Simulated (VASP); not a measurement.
B, 8 atoms in the cell. Symmetry: P4_3, No. 78, tetragonal system. The conventional cell has a = 4.580 Å, b = 4.580 Å, c = 3.017 Å, α = 90.00°, β = 90.00°, γ = 90.00°. B (site symmetry 1) has 6 B at 1.69 to 1.88 Å within 2.2 Å. Within 2.2 Å of B (site symmetry 1) lie 6 B at 1.69 to 1.80 Å. 

| Item | Value |
| --- | --- |
| Program | VASP 6.6.1 |
| Task | single point |
| Functional | PBE |
| Potentials or basis | VASP PAW PBE potentials, release 64 (B) |
| Cutoff | 520 eV |
| k mesh | 4 × 4 × 6 |
| Occupations | gaussian, width 0.1 eV |
| Spin | no spin polarisation |
| Dipole correction | no |
| Further INCAR settings | ALGO = Normal; EDIFF = 1e-06; NBANDS = 22 |

Potentials or basis: VASP PAW PBE potentials, release 64 (B).

The run is started by

```bash
$ cat potpaw_PBE.64/B/POTCAR > POTCAR
$ mpirun -np 1 vasp_std > vasp.out
```

Hardware: 1 thread of Intel(R) Xeon(R) Platinum 8259CL CPU @ 2.50GHz (Skylake/Cascade Lake) (shared host).

Problem. Estimate the wall time of this run.

Solution. Wall time 24 s on 1 thread of Intel(R) Xeon(R) Platinum 8259CL CPU @ 2.50GHz (Skylake/Cascade Lake), with other jobs on the host, peak memory 0.17 GiB. Counts: scf iterations 14, k points 24.
